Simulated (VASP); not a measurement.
# Re (P6_3/mmc) in VASP: single point with PBE

Aim: the single point of Re with PBE.

Program: VASP 6.6.1. These are calculated values, not measurements. Logs are shortened: lines on timing, memory, paths and dates and some standing lists are left out, and cuts for length are marked.

### Step 1. The cell of the first run

It takes space group P6_3/mmc (No. 194, hexagonal). Conventional cell: a = 2.774 Å, b = 2.774 Å, c = 4.485 Å, α = 90.00°, β = 90.00°, γ = 120.00°. Re (site symmetry -6m2) has 12 Re at 2.76 to 2.77 Å within 3.6 Å.

### Step 2. Single point, PBE

POSCAR

```
Re
1.0
    2.7744729020      0.0000000000      0.0000000000
   -1.3872364510      2.4027640153      0.0000000000
    0.0000000000      0.0000000000      4.4852455607
Re
2
Direct
    0.3333333333      0.6666666667      0.2500000000
    0.6666666667      0.3333333333      0.7500000000
```

INCAR.step1

```
SYSTEM = Re
ALGO = Fast
EDIFF = 1E-6
ENCUT = 520
GGA = PE
ISIF = 2
ISMEAR = 0
LASPH = .TRUE.
LCHARG = .TRUE.
LMAXMIX = 4
LREAL = .FALSE.
LWAVE = .FALSE.
NBANDS = 14
NELM = 100
PREC = Accurate
SIGMA = 0.05
```

KPOINTS.step1

```
k-points
0
G
  18 18 10
  0 0 0
```

INCAR.step2

```
SYSTEM = Re
ALGO = Fast
EDIFF = 1E-6
ENCUT = 520
GGA = PE
ICHARG = 11
ISIF = 2
ISMEAR = -5
LASPH = .TRUE.
LCHARG = .FALSE.
LMAXMIX = 4
LORBIT = 11
LREAL = .FALSE.
LWAVE = .FALSE.
NBANDS = 14
NEDOS = 2001
NELM = 100
PREC = Accurate
SIGMA = 0.05
```

KPOINTS.step2

```
k-points
0
G
  27 27 15
  0 0 0
```

Potentials or basis: VASP PAW PBE potentials, release 64 (Re).

On the command line:

```
cat potpaw_PBE.64/Re/POTCAR > POTCAR
cp INCAR.step1 INCAR
cp KPOINTS.step1 KPOINTS
mpirun -np 1 vasp_std > vasp.out
cp INCAR.step2 INCAR
cp KPOINTS.step2 KPOINTS
mpirun -np 1 vasp_std > vasp.out
```

OUTCAR:

```text
SYSTEM = Re
   EDIFF = 1E-6
   ENCUT = 520
   GGA = PE
   ICHARG = 11
   ISIF = 2
   ISMEAR = -5
   LASPH = .TRUE.
   LORBIT = 11
   LREAL = .FALSE.
   NELM = 100
   PREC = Accurate

 ion  position               nearest neighbor table
   1  0.333  0.667  0.250-   2 2.76   2 2.76   2 2.76   2 2.76   2 2.76   2 2.76
   2  0.667  0.333  0.750-   1 2.76   1 2.76   1 2.76   1 2.76   1 2.76   1 2.76

  LATTYP: Found a hexagonal cell.
 ALAT       =     2.7744729020
 C/A-ratio  =     1.6166117742

  Lattice vectors:

 A1 = (   2.7744729020,   0.0000000000,   0.0000000000)
 A2 = (  -1.3872364510,   2.4027640153,   0.0000000000)
 A3 = (   0.0000000000,   0.0000000000,   4.4852455607)

Analysis of symmetry for initial positions (statically):
=====================================================================
 Subroutine PRICEL returns:
 Original cell was already a primitive cell.

 Routine SETGRP: Setting up the symmetry group for a
 hexagonal supercell.

 Subroutine GETGRP returns: Found 24 space group operations
 (whereof 12 operations were pure point group operations)
 out of a pool of 24 trial point group operations.

The static configuration has the point symmetry D_3d.
 The point group associated with its full space group is D_6h.

Analysis of symmetry for dynamics (positions and initial velocities):
=====================================================================
 Subroutine PRICEL returns:
 Original cell was already a primitive cell.

 Routine SETGRP: Setting up the symmetry group for a
 hexagonal supercell.

 Subroutine GETGRP returns: Found 24 space group operations
 (whereof 12 operations were pure point group operations)
 out of a pool of 24 trial point group operations.

The dynamic configuration has the point symmetry D_3d.
 The point group associated with its full space group is D_6h.

 Subroutine INISYM returns: Found 24 space group operations
 (whereof 12 operations are pure point group operations),
 and found     1 'primitive' translations

----------------------------------------------------------------------------------------

                                     Primitive cell

  volume of cell :      29.9005

  direct lattice vectors                    reciprocal lattice vectors
     2.774472902  0.000000000  0.000000000     0.360428822  0.208093677  0.000000000
    -1.387236451  2.402764015  0.000000000     0.000000000  0.416187355  0.000000000
     0.000000000  0.000000000  4.485245561     0.000000000  0.000000000  0.222953233

  length of vectors
     2.774472902  2.774472902  4.485245561     0.416187355  0.416187355  0.222953233

  position of ions in fractional coordinates (direct lattice)
     0.333333333  0.666666667  0.250000000
     0.666666667  0.333333333  0.750000000

  ion indices of the primitive-cell ions
   primitive index   ion index
                 1           1
                 2           2

----------------------------------------------------------------------------------------

 KPOINTS: k-points

Automatic generation of k-mesh.
 Grid dimensions read from file:
 generate k-points for:   27   27   15

 Generating k-lattice:

  Cartesian coordinates                     Fractional coordinates (reciprocal lattice)
     0.013349216  0.007707173  0.000000000     0.037037037  0.000000000  0.000000000
     0.000000000  0.015414346  0.000000000     0.000000000  0.037037037  0.000000000
     0.000000000  0.000000000  0.014863549     0.000000000  0.000000000  0.066666667

  Length of vectors
     0.015414346  0.015414346  0.014863549

  Shift w.r.t. Gamma in fractional coordinates (k-lattice)
     0.000000000  0.000000000  0.000000000

 TETIRR: Found  10722 inequivalent tetrahedra from    65610

 Subroutine IBZKPT returns following result:
 ===========================================

 Found    600 irreducible k-points:

 Following reciprocal coordinates:
            Coordinates               Weight
  0.000000  0.000000  0.000000      1.000000
  0.037037  0.000000  0.000000      6.000000
  0.074074  0.000000  0.000000      6.000000
  0.111111 -0.000000  0.000000      6.000000
  0.148148 -0.000000  0.000000      6.000000
  0.185185 -0.000000  0.000000      6.000000
[... 16 lines left out ...]
  0.333333  0.037037  0.000000     12.000000
  0.370370  0.037037  0.000000     12.000000
 [... further k-points ...]
   k-points           NKPTS =    600   k-points in BZ     NKDIM =    600   number of bands    NBANDS=     14
   number of dos      NEDOS =   2001   number of ions     NIONS =      2
   total plane-waves  NPLWV =  20736
   dimension x,y,z NGX =    24 NGY =   24 NGZ =   36
   dimension x,y,z NGXF=    48 NGYF=   48 NGZF=   72
   ions per type =               2
   NGX,Y,Z   is equivalent  to a cutoff of  14.38, 14.38, 13.34 a.u.
   NGXF,Y,Z  is equivalent  to a cutoff of  28.76, 28.76, 26.69 a.u.
 SYSTEM =  Re
   PREC   = accura    normal or accurate (medium, high low for compatibility)
   ISTART =      0    job   : 0-new  1-cont  2-samecut
   ICHARG =     11    charge: 1-file 2-atom 10-const
   ISPIN  =      1    spin polarized calculation?
   LNONCOLLINEAR =      F non collinear calculations
   LSORBIT =      F    spin-orbit coupling
   LASPH  =      T    aspherical Exc in radial PAW
   ENCUT  =  520.0 eV  38.22 Ry    6.18 a.u.   5.16  5.16  8.34*2*pi/ulx,y,z
   NELM   =    100;   NELMIN=  2; NELMDL=  0     # of ELM steps
   EDIFF  = 0.1E-05   stopping-criterion for ELM
   LREAL  =      F    real-space projection
   EDIFFG = 0.1E-04   stopping-criterion for IOM
   NSW    =      0    number of steps for IOM
   IBRION =     -1    ionic relax: 0-MD 1-quasi-New 2-CG
   NFREE  =      0    steps in history (QN), initial steepest desc. (CG)
   ISIF   =      2    stress and relaxation
   ISYM   =      2    0-nonsym 1-usesym 2-fastsym
   POTIM  = 0.5000    time-step for ionic-motion
   TEBEG  =    0.0;   TEEND  =   0.0 temperature during run
   PSTRESS=    0.0 pullay stress
   NELECT =      14.0000    total number of electrons
   NUPDOWN=      -1.0000    fix difference up-down
   EMIN   =  10.00;   EMAX   =-10.00  energy-range for DOS
   EFERMI =   0.00;   METHOD = LEGACY
   ISMEAR =    -5;   SIGMA  =   0.05  broadening in eV -4-tet -1-fermi 0-gaus
   EFERMI_NEDOS =   21; number of points for ismear=-14 and -15
   IALGO  =     68    algorithm
   IMIX   =      4    mixing-type and parameters
     AMIX     =   0.40;   BMIX     =  1.00
     AMIX_MAG =   1.60;   BMIX_MAG =  1.00
  volume/ion in A,a.u.               =      14.95       100.89
  Fermi-wavevector in a.u.,A,eV,Ry     =   1.271232  2.402281 21.987442  1.616031
  Thomas-Fermi vector in A             =   2.404176
   LORBIT       =     11    0 simple, 1 ext, 2 COOP (PROOUT), +10 PAW based schemes
   GGA     = PE    functional components
   LHFCALC =     F    Hartree Fock is set to
   AEXX    =    0.0000 exact exchange contribution
   IVDW    =     0    specifies the selected vdW correction
   LEPSILON=     F    determine dielectric tensor
   LRPA    =     F    only Hartree local field effects (RPA)
 non-spin polarized calculation
 RMM-DIIS sequential band-by-band and
 Fermi weights with tetrahedron method with Bloechl corrections
  energy-cutoff  :      520.00
  volume of cell :       29.90
 maximum number of plane-waves:       819
 NGX is ok and might be reduce to    24

 number of electron      14.0000000 magnetization

 Free energy of the ion-electron system (eV)
  ---------------------------------------------------
  ext. energy  EPLUGINS =         0.00000000
  ---------------------------------------------------
  free energy    TOTEN  =       -24.85146406 eV

  energy without entropy =      -24.85146406  energy(sigma->0) =      -24.85146406

 E-fermi :   7.6793     XC(G=0): -13.6430

 val. band max:        7.7203149231   @ k =   0.4074   0.1111   0.3333
 cond. band min:       7.6060351221   @ k =   0.1481   0.0741   0.0000
 fundamental gap:     -0.1142798011
 Fermi energy:         7.6792704576

 k-point     1 :       0.0000    0.0000    0.0000
  band No.  band energies     occupation
      1      -2.0666      2.00000
      2       1.1814      2.00000
      3       6.1362      2.00000
      4       6.1538      2.00000
      5       6.1538      2.00000
      6       6.9656      2.00000
      7       6.9656      2.00000
      8       7.8840      0.00000
      9       7.8840      0.00000
     10       8.2629      0.00000
     11      10.9785      0.00000
     12      10.9785      0.00000
     13      17.4813      0.00000
     14      21.8278      0.00000

 k-point     2 :       0.0370    0.0000    0.0000
  band No.  band energies     occupation
      1      -2.0110      2.00000
      2       1.2341      2.00000
      3       5.9154      2.00000
      4       6.2043      2.00000
      5       6.3556      2.00000
      6       6.9244      2.00000
      7       7.0134      2.00000
      8       7.7938      0.37005
      9       7.8402      0.00000
     10       8.0790      0.00000
     11      11.0082      0.00000
     12      11.2556      0.00000
     13      17.4787      0.00000
     14      21.9473      0.00000
[... 343 lines left out ...]
      1       1.3599      2.00000
      2       2.3425      2.00000
      3       3.2213      2.00000
      4       5.1079      2.00000
      5       6.0588      2.00000
      6       6.4512      2.00000
      7       6.6436      2.00000
      8       9.8769      0.00000
      9      10.1165      0.00000
     10      10.7781      0.00000
     11      11.8263      0.00000
     12      16.7017      0.00000
     13      18.4228      0.00000
     14      19.0951      0.00000

 k-point    24 :       0.3704    0.0370    0.0000
  band No.  band energies     occupation
      1       1.6343      2.00000
      2       2.1908      2.00000
      3       2.9343      2.00000
      4       5.3474      2.00000
      5       5.9417      2.00000
      6       6.5076      2.00000
      7       6.7442      2.00000
      8      10.6161      0.00000
      9      10.6927      0.00000
     10      11.4480      0.00000
     11      11.8644      0.00000
     12      16.8076      0.00000
     13      17.8373      0.00000
     14      19.0828      0.00000

 [... further k-points ...]

------------------------ aborting loop because EDIFF is reached ----------------------------------------

  FORCE on cell =-STRESS in cart. coord.  units (eV):
  Direction    XX          YY          ZZ          XY          YZ          ZX
  --------------------------------------------------------------------------------------
  -------------------------------------------------------------------------------------
  Total       -0.0818301     -0.0818301     -0.1170524     -0.0000000      0.0000000     -0.0000000
  in kB       -4.3847581     -4.3847581     -6.2721021     -0.0000000      0.0000000     -0.0000000
  external PRESSURE =      -5.0138728 kB  Pullay stress =       0.0000000 kB

 VOLUME and BASIS-vectors are now :
 -----------------------------------------------------------------------------
  energy-cutoff  :      520.00
  volume of cell :       29.90
      direct lattice vectors                 reciprocal lattice vectors
     2.774472902  0.000000000  0.000000000     0.360428822  0.208093677  0.000000000
    -1.387236451  2.402764015  0.000000000     0.000000000  0.416187355  0.000000000
     0.000000000  0.000000000  4.485245561     0.000000000  0.000000000  0.222953233

 POSITION                                       TOTAL-FORCE (eV/Angst)
 -----------------------------------------------------------------------------------
     -0.00000      1.60184      1.12131         0.000000      0.000000      0.000000
      1.38724      0.80092      3.36393        -0.000000      0.000000      0.000000
 -----------------------------------------------------------------------------------
    total drift:                               -0.000000      0.000000     -0.000000

  FREE ENERGIE OF THE ION-ELECTRON SYSTEM (eV)
  ---------------------------------------------------
  free  energy   TOTEN  =       -24.8514640572 eV

  energy  without entropy=      -24.8514640572  energy(sigma->0) =      -24.85146406

 total charge

# of ion       s       p       d       tot
------------------------------------------
    1        0.619   0.663   4.813   6.094
    2        0.619   0.663   4.813   6.094
--------------------------------------------------
tot          1.238   1.325   9.626  12.189
```

Run time: 3 min. Hardware: 1 thread of AMD EPYC 9R45 (Zen 5), shared host; peak memory 0.31 GiB.

Results:

- Valence electrons inside the program's atomic spheres: Re 6.09

Caveat: spin-orbit coupling is left out, which moves the levels of the heavy elements.
